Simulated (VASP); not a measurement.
Crystal: AgBr.

```xyz
2
Lattice="0.0000 2.8702 2.8702 2.8702 0.0000 2.8702 2.8702 2.8702 0.0000" Properties=species:S:1:pos:R:3 pbc="T T T"
Ag    0.0000    0.0000    0.0000
Br    2.8702    2.8702    2.8702
```

Base run:

```yaml
Program: VASP 6.6.1
Functional: PBE
Potentials_or_basis: VASP PAW PBE potentials, release 64 (Ag, Br)
Cutoff: 500 eV
k_mesh: 6 × 6 × 6
Occupations: gaussian, width 0.01 eV
Spin: no spin polarisation
```

Its results: band gap on the k mesh 0.67 eV, indirect (least direct gap 2.61 eV); pressure 2.3 GPa.

**Question.** The run is repeated on the same cell with these changes: k mesh from 6 × 6 × 6 to 2 × 2 × 2. What comes out?

**Answer.** Band gap on the k mesh 0.56 eV, indirect (least direct gap 2.38 eV); pressure 9.1 GPa.

Caveats: some runs use coarse meshes.

A k mesh can miss the band edges.
